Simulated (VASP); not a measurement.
Al2O3: single point with LDA

The system is Al2O3.

```
Al O
1.0
     3.01748    0.00000    0.00000
    -1.50874    2.61322    0.00000
     0.00000    0.00000    7.57464
Al O
2 3
Direct
  0.00000 0.00000 0.27795
  0.00000 0.00000 0.72205
  0.33333 0.66667 0.19945
  0.66667 0.33333 0.80055
  0.00000 0.00000 0.50000
```

* Program: VASP 6.6.1
* Task: single point
* Functional: LDA
* Potentials or basis: VASP PAW LDA potentials, release 64 (Al, O)
* Cutoff: 520 eV
* k mesh: 6 × 6 × 4
* Occupations: gaussian, width 0.1 eV
* Spin: no spin polarisation

```json
{
 "Pressure": "-7.6 GPa",
 "Largest force": "0.430 eV/Å",
 "Band gap on the k mesh": "2.19 eV, direct"
}
```

Forces on the atoms (eV/Å):
```
Al   0.000  0.000  0.114
Al   0.000  0.000 -0.114
O    0.000  0.000  0.430
O    0.000  0.000 -0.430
O    0.000  0.000  0.000
```

Stress tensor (GPa, compression positive):
```
-7.80  0.00  0.00
 0.00 -7.80  0.00
 0.00  0.00 -7.11
```

Levels at points of the mesh, in eV from the valence-band top:
```
           k point  band 9  band 10  band 11  band 12  band 13  band 14  band 15  band 16
(0.00, 0.00, 0.00)   -3.70    -2.33     0.00     0.00     2.19     4.18     7.17    10.31
(0.50, 0.00, 0.00)   -3.58    -3.09    -1.77    -0.49     4.40     6.03     7.96     8.71
(0.00, 0.00, 0.50)   -3.63    -3.14     0.00     0.00     3.12     3.24     7.93     8.53
(0.50, 0.00, 0.50)   -3.46    -3.32    -1.70    -0.49     4.87     5.41     7.90     8.41
```

Wall time 14 s on 1 thread of Intel(R) Xeon(R) 6975P-C (Granite Rapids), on a shared host, peak memory 0.15 GiB.

A k mesh can miss the band edges.
